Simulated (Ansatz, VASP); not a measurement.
**One calculation of Sn, two programs**

File POSCAR:

```
Sn
1.0
    0.0000000000      3.6432462238      2.5757750802
    3.6432462238      0.0000000000      2.5757750802
    3.6432462238      3.6432462238      0.0000000000
Sn
2
Direct
    0.5000000000      0.5000000000      0.5000000000
    0.7500000000      0.7500000000      0.7500000000
```

The input INCAR.step1:

```
SYSTEM = Sn
PREC = Accurate
ENCUT = 520
ISMEAR = 0
SIGMA = 0.15
LREAL = .FALSE.
LASPH = .TRUE.
NELM = 60
NBANDS = 21
GGA = PE
ALGO = Normal
EDIFF = 1E-4
LWAVE = .TRUE.
LCHARG = .FALSE.
```

INCAR.step2

```
SYSTEM = Sn
PREC = Accurate
ENCUT = 520
EDIFF = 1E-7
ISMEAR = 0
SIGMA = 0.15
LREAL = .FALSE.
LASPH = .TRUE.
NELM = 60
ALGO = Normal
ISIF = 2
LWAVE = .FALSE.
LCHARG = .FALSE.
METAGGA = R2SCAN
LMIXTAU = .TRUE.
NBANDS = 21
ISTART = 1
```

The input KPOINTS:

```
regular mesh
0
G
  10 10 10
  0 0 0
```

Input for Ansatz:

```yaml
crystal:
  lattice:
    - [0.0, 3.6432462238, 2.5757750802]
    - [3.6432462238, 0.0, 2.5757750802]
    - [3.6432462238, 3.6432462238, 0.0]
  atoms:
    - { symbol: Sn, position: [0.5, 0.5, 0.5] }
    - { symbol: Sn, position: [0.75, 0.75, 0.75] }
basis:
  ecutwfc: 500
kpoints:
  mp_grid: { grid: [10, 10, 10] }
hamiltonian:
  xc: r2scan
scf:
  occupations: { method: gaussian, width: 0.15 }
output:
  forces: true
  stress: true
  eigenvalues: true
```

Alike in both runs: task single point; functional r2SCAN; k mesh 10 × 10 × 10; occupations gaussian, width 0.15 eV; no spin polarisation.

|  | VASP | Ansatz |
| --- | --- | --- |
| version | VASP 6.6.1 | Ansatz 0.2.0 |
| potentials or method | VASP PAW PBE potentials, release 64 (Sn_d), cutoff 520 eV | scalar-relativistic, plane waves, PAW |
| valence electrons in the cell | 28 | 28 |

```tsv
	VASP	Ansatz	Ansatz less VASP
gap on the k mesh at the Fermi level (eV)	none	none	-
pressure (GPa)	-0.3	-0.3	+0.03
traceless stress, the component that is largest in VASP (GPa)	2.88	2.89	+0.009
```

VASP's potentials were made for PBE, not for r2SCAN. A gap of «none» marks a metal or a gap that the smearing closes. With one functional, cell and mesh, what is left measures potentials, basis and numerics.
